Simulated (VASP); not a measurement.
# Ta (P6/mmm) in VASP: relaxation of cell and atoms with PBE

Aim: the relaxation of cell and atoms of Ta with PBE.

Everything below comes from runs of VASP 6.6.1. Logs are shortened: lines on timing, memory, paths and dates and some standing lists are left out, and cuts for length are marked.

## (1) The cell of the first run

The structure is hexagonal, space group P6/mmm (No. 191). The conventional cell has a = 4.420 Å, b = 4.420 Å, c = 2.740 Å, α = 90.00°, β = 90.00°, γ = 120.00°. Within 3.6 Å of Ta (site symmetry 6/mmm) lie 14 Ta at 2.74 to 2.90 Å. Ta (site symmetry -6m2) has 11 Ta at 2.55 to 2.90 Å within 3.4 Å.

This isn't the form of Ta at room conditions, which is bcc.

## (2) Relaxation of cell and atoms, PBE, target pressure 54 GPa, at which the enthalpy is minimised

INCAR reads:

```
SYSTEM = Ta
ALGO = Normal
EDIFF = 1E-6
EDIFFG = -0.005
ENCUT = 600
GGA = PE
IBRION = 2
ISIF = 3
ISMEAR = -1
LASPH = .TRUE.
LCHARG = .FALSE.
LREAL = .FALSE.
LWAVE = .FALSE.
NELM = 60
NSW = 60
PREC = Accurate
PSTRESS = 540.0
SIGMA = 0.08
```

KPOINTS reads:

```
k-points
0
G
  8 8 12
  0 0 0
```

POSCAR reads:

```
Ta
1.0
    4.4199149243      0.0000000000      0.0000000000
   -2.2099574622      3.8277586070      0.0000000000
    0.0000000000      0.0000000000      2.7403472531
Ta
3
Direct
    0.0000000000      0.0000000000      0.0000000000
    0.3333333333      0.6666666667      0.5000000000
    0.6666666667      0.3333333333      0.5000000000
```

Potentials or basis: VASP PAW PBE potentials, release 64 (Ta_pv).

The run is started by

```sh
$ cat potpaw_PBE.64/Ta_pv/POTCAR > POTCAR
$ mpirun -np 1 vasp_std > vasp.out
```

OUTCAR:

```text
SYSTEM = Ta
   EDIFF = 1E-6
   EDIFFG = -0.005
   ENCUT = 600
   GGA = PE
   IBRION = 2
   ISIF = 3
   ISMEAR = -1
   LASPH = .TRUE.
   LREAL = .FALSE.
   NELM = 60
   NSW = 60
   PREC = Accurate
   PSTRESS = 540.0

 ion  position               nearest neighbor table
   1  0.000  0.000  0.000-   2 2.90   3 2.90   2 2.90   3 2.90   3 2.90   3 2.90   2 2.90   2 2.90
                             3 2.90   3 2.90   2 2.90   2 2.90
   2  0.333  0.667  0.500-   3 2.55   3 2.55   3 2.55   1 2.90   1 2.90   1 2.90   1 2.90   1 2.90
                             1 2.90
   3  0.667  0.333  0.500-   2 2.55   2 2.55   2 2.55   1 2.90   1 2.90   1 2.90   1 2.90   1 2.90
                             1 2.90

  LATTYP: Found a hexagonal cell.
 ALAT       =     4.4199149243
 C/A-ratio  =     0.6200000000

  Lattice vectors:

 A1 = (   4.4199149243,   0.0000000000,   0.0000000000)
 A2 = (  -2.2099574622,   3.8277586070,   0.0000000000)
 A3 = (   0.0000000000,   0.0000000000,   2.7403472531)

Analysis of symmetry for initial positions (statically):
=====================================================================
 Subroutine PRICEL returns:
 Original cell was already a primitive cell.

 Routine SETGRP: Setting up the symmetry group for a
 hexagonal supercell.

 Subroutine GETGRP returns: Found 24 space group operations
 (whereof 24 operations were pure point group operations)
 out of a pool of 24 trial point group operations.

The static configuration has the point symmetry D_6h.

Analysis of symmetry for dynamics (positions and initial velocities):
=====================================================================
 Subroutine PRICEL returns:
 Original cell was already a primitive cell.

 Routine SETGRP: Setting up the symmetry group for a
 hexagonal supercell.

 Subroutine GETGRP returns: Found 24 space group operations
 (whereof 24 operations were pure point group operations)
 out of a pool of 24 trial point group operations.

The dynamic configuration has the point symmetry D_6h.

 Subroutine INISYM returns: Found 24 space group operations
 (whereof 24 operations are pure point group operations),
 and found     1 'primitive' translations

----------------------------------------------------------------------------------------

                                     Primitive cell

  volume of cell :      46.3622

  direct lattice vectors                    reciprocal lattice vectors
     4.419914924  0.000000000  0.000000000     0.226248699  0.130624747  0.000000000
    -2.209957462  3.827758607  0.000000000     0.000000000  0.261249494  0.000000000
     0.000000000  0.000000000  2.740347253     0.000000000  0.000000000  0.364917256

  length of vectors
     4.419914924  4.419914924  2.740347253     0.261249494  0.261249494  0.364917256

  position of ions in fractional coordinates (direct lattice)
     0.000000000  0.000000000  0.000000000
     0.333333333  0.666666667  0.500000000
     0.666666667  0.333333333  0.500000000

  ion indices of the primitive-cell ions
   primitive index   ion index
                 1           1
                 2           2
                 3           3

----------------------------------------------------------------------------------------

 KPOINTS: k-points

Automatic generation of k-mesh.
 Grid dimensions read from file:
 generate k-points for:    8    8   12

 Generating k-lattice:

  Cartesian coordinates                     Fractional coordinates (reciprocal lattice)
     0.028281087  0.016328093  0.000000000     0.125000000  0.000000000  0.000000000
     0.000000000  0.032656187  0.000000000     0.000000000  0.125000000  0.000000000
     0.000000000  0.000000000  0.030409771     0.000000000  0.000000000  0.083333333

  Length of vectors
     0.032656187  0.032656187  0.030409771

  Shift w.r.t. Gamma in fractional coordinates (k-lattice)
     0.000000000  0.000000000  0.000000000

 Subroutine IBZKPT returns following result:
 ===========================================

 Found     70 irreducible k-points:

 Following reciprocal coordinates:
            Coordinates               Weight
  0.000000  0.000000  0.000000      1.000000
  0.125000  0.000000  0.000000      6.000000
  0.250000  0.000000  0.000000      6.000000
  0.375000 -0.000000  0.000000      6.000000
  0.500000  0.000000  0.000000      3.000000
  0.125000  0.125000  0.000000      6.000000
[... 16 lines left out ...]
  0.250000  0.000000  0.166667     12.000000
  0.375000 -0.000000  0.166667     12.000000
 [... further k-points ...]
   k-points           NKPTS =     70   k-points in BZ     NKDIM =     70   number of bands    NBANDS=     20
   number of dos      NEDOS =    301   number of ions     NIONS =      3
   total plane-waves  NPLWV =  31104
   dimension x,y,z NGX =    36 NGY =   36 NGZ =   24
   dimension x,y,z NGXF=    72 NGYF=   72 NGZF=   48
   ions per type =               3
   NGX,Y,Z   is equivalent  to a cutoff of  13.54, 13.54, 14.56 a.u.
   NGXF,Y,Z  is equivalent  to a cutoff of  27.08, 27.08, 29.12 a.u.
 SYSTEM =  Ta
   PREC   = accura    normal or accurate (medium, high low for compatibility)
   ISTART =      0    job   : 0-new  1-cont  2-samecut
   ICHARG =      2    charge: 1-file 2-atom 10-const
   ISPIN  =      1    spin polarized calculation?
   LNONCOLLINEAR =      F non collinear calculations
   LSORBIT =      F    spin-orbit coupling
   LASPH  =      T    aspherical Exc in radial PAW
   ENCUT  =  600.0 eV  44.10 Ry    6.64 a.u.   8.83  8.83  5.47*2*pi/ulx,y,z
   NELM   =     60;   NELMIN=  2; NELMDL= -5     # of ELM steps
   EDIFF  = 0.1E-05   stopping-criterion for ELM
   LREAL  =      F    real-space projection
   EDIFFG = -.5E-02   stopping-criterion for IOM
   NSW    =     60    number of steps for IOM
   IBRION =      2    ionic relax: 0-MD 1-quasi-New 2-CG
   NFREE  =      1    steps in history (QN), initial steepest desc. (CG)
   ISIF   =      3    stress and relaxation
   ISYM   =      2    0-nonsym 1-usesym 2-fastsym
   POTIM  = 0.5000    time-step for ionic-motion
   TEBEG  =    0.0;   TEEND  =   0.0 temperature during run
   PSTRESS=  540.0 pullay stress
   NELECT =      33.0000    total number of electrons
   NUPDOWN=      -1.0000    fix difference up-down
   EMIN   =  10.00;   EMAX   =-10.00  energy-range for DOS
   EFERMI =   0.00;   METHOD = LEGACY
   ISMEAR =    -1;   SIGMA  =   0.08  broadening in eV -4-tet -1-fermi 0-gaus
   EFERMI_NEDOS =   21; number of points for ismear=-14 and -15
   IALGO  =     38    algorithm
   IMIX   =      4    mixing-type and parameters
     AMIX     =   0.40;   BMIX     =  1.00
     AMIX_MAG =   1.60;   BMIX_MAG =  1.00
  volume/ion in A,a.u.               =      15.45       104.29
  Fermi-wavevector in a.u.,A,eV,Ry     =   1.461700  2.762212 29.069741  2.136566
  Thomas-Fermi vector in A             =   2.578000
   LORBIT       =      0    0 simple, 1 ext, 2 COOP (PROOUT), +10 PAW based schemes
   GGA     = PE    functional components
   LHFCALC =     F    Hartree Fock is set to
   AEXX    =    0.0000 exact exchange contribution
   IVDW    =     0    specifies the selected vdW correction
   LEPSILON=     F    determine dielectric tensor
   LRPA    =     F    only Hartree local field effects (RPA)
 conjugate gradient relaxation of ions
 non-spin polarized calculation
  energy-cutoff  :      600.00
  volume of cell :       46.36
 maximum number of plane-waves:      1571
 NGX is ok and might be reduce to    36
   NGX = 17   NGY = 17   NGZ = 11

--------------------------------------- Ionic step        1  -------------------------------------------

 number of electron      33.0000004 magnetization

 Free energy of the ion-electron system (eV)
  ---------------------------------------------------
  ext. energy  EPLUGINS =         0.00000000
  ---------------------------------------------------
  free energy    TOTEN  =       -33.15375115 eV

  energy without entropy =      -33.09960217  energy(sigma->0) =      -33.12667666

------------------------ aborting loop because EDIFF is reached ----------------------------------------

  FORCE on cell =-STRESS in cart. coord.  units (eV):
  Direction    XX          YY          ZZ          XY          YZ          ZX
  --------------------------------------------------------------------------------------
  -------------------------------------------------------------------------------------
  Total       18.1737251     18.1737251      7.5339021     -0.0000000      0.0000000     -0.0000000
  in kB      628.0445993    628.0445993    260.3553483     -0.0000000      0.0000000     -0.0000000
  external PRESSURE =     -34.5184844 kB  Pullay stress =     540.0000000 kB
[... 219 lines left out ...]
  enthalpy is  TOTEN    =       -17.9001290171 eV   P V=       15.4477333892

--------------------------------------- Ionic step        7  -------------------------------------------

 number of electron      32.9999997 magnetization

 Free energy of the ion-electron system (eV)
  ---------------------------------------------------
  ext. energy  EPLUGINS =         0.00000000
  ---------------------------------------------------
  free energy    TOTEN  =       -33.34255011 eV

  energy without entropy =      -33.30046306  energy(sigma->0) =      -33.32150659

 E-fermi :   7.2670     XC(G=0): -13.4745

 val. band max:        7.2605979117   @ k =   0.5000   0.0000   0.1667
 cond. band min:       7.3108468292   @ k =   0.0000   0.0000   0.5000
 fundamental gap:      0.0502489175
 Fermi energy:         7.2669625320

 k-point     1 :       0.0000    0.0000    0.0000
  band No.  band energies     occupation
      1     -27.1606      2.00000
      2     -27.1606      2.00000
      3     -26.7076      2.00000
      4     -26.7076      2.00000
      5     -25.6198      2.00000
      6     -25.6063      2.00000
[... 12 lines left out ...]
     19       8.3041      0.00000
[... 513 lines left out ...]
      4     -26.1409      2.00000
      5     -26.1349      2.00000
      6     -25.9335      2.00000
[... 12 lines left out ...]
     19       8.8863      0.00000
     20       9.4925      0.00000

 [... further k-points ...]

------------------------ aborting loop because EDIFF is reached ----------------------------------------

  FORCE on cell =-STRESS in cart. coord.  units (eV):
  Direction    XX          YY          ZZ          XY          YZ          ZX
  --------------------------------------------------------------------------------------
  -------------------------------------------------------------------------------------
  Total       15.4357643     15.4357643     15.4468927     -0.0000000      0.0000000      0.0000000
  in kB      539.7674996    539.7674996    540.1566464     -0.0000000      0.0000000      0.0000000
  external PRESSURE =      -0.1027848 kB  Pullay stress =     540.0000000 kB
[... 18 lines left out ...]
  FREE ENERGIE OF THE ION-ELECTRON SYSTEM (eV)
  ---------------------------------------------------
  free  energy   TOTEN  =       -33.3425501148 eV

  energy  without entropy=      -33.3004630625  energy(sigma->0) =      -33.32150659

  enthalpy is  TOTEN    =       -17.9001370271 eV   P V=       15.4424130878

 reached required accuracy - stopping structural energy minimisation
```

Wall time 3.3 min (1 thread of AMD EPYC 9R45 (Zen 5), shared host); peak memory 0.2 GiB.

What came out:

- Free energy: -33.3426 eV
- Relaxed volume: 15.27 Å³/atom
- Relaxed cell: a = 4.535 Å, b = 4.535 Å, c = 2.572 Å, α = 90.00°, β = 90.00°, γ = 120.00°
- Space group after relaxing (to 0.1 Å): P6/mmm (No. 191)
- Energy change on relaxing (the run minimises the enthalpy): -62.9 meV/atom
- Ionic steps: 7
- Pressure after relaxing: 54.0 GPa
- Band gap on the k mesh: zero (an odd number of electrons rules out a gap without spin polarisation)

Step by step:
```tsv
step	energy change (eV)	largest force (eV/Å)	pressure (GPa)	volume (Å³)
1	0.0000	0.0000	50.55	46.36
2	1.1682	0.0000	78.03	43.70
3	0.0108	0.0000	58.57	45.26
4	0.0330	0.0000	59.22	45.19
5	-0.7924	0.0000	38.37	47.97
6	-0.1941	0.0000	53.88	45.83
7	-0.1888	0.0000	53.99	45.82
```

Final structure:
```
Ta
1.0
     4.53520    0.00000    0.00000
    -2.26760    3.92760    0.00000
     0.00000    0.00000    2.57223
Ta
3
Direct
  0.00000 0.00000 0.00000
  0.33333 0.66667 0.50000
  0.66667 0.33333 0.50000
```

Levels at points of the mesh, in eV from the Fermi level:
```
           k point  band 13  band 14  band 15  band 16  band 17  band 18  band 19  band 20
(0.00, 0.00, 0.00)    -1.52    -1.52    -1.50    -1.50    -0.85     1.04     1.04     3.66
(0.50, 0.00, 0.00)    -2.48    -2.19    -2.14    -1.35    -0.77     1.75     2.17     3.98
(0.00, 0.00, 0.50)    -3.81    -3.44    -1.78     0.04     0.04     1.68     1.68     5.58
(0.50, 0.00, 0.50)    -3.32    -1.68    -1.59    -0.87     0.92     1.29     1.59     3.08
```

Caveat: the cell is relaxed towards a set pressure, so the run minimises the enthalpy, not the energy; spin-orbit coupling is left out, which moves the levels of the heavy elements.
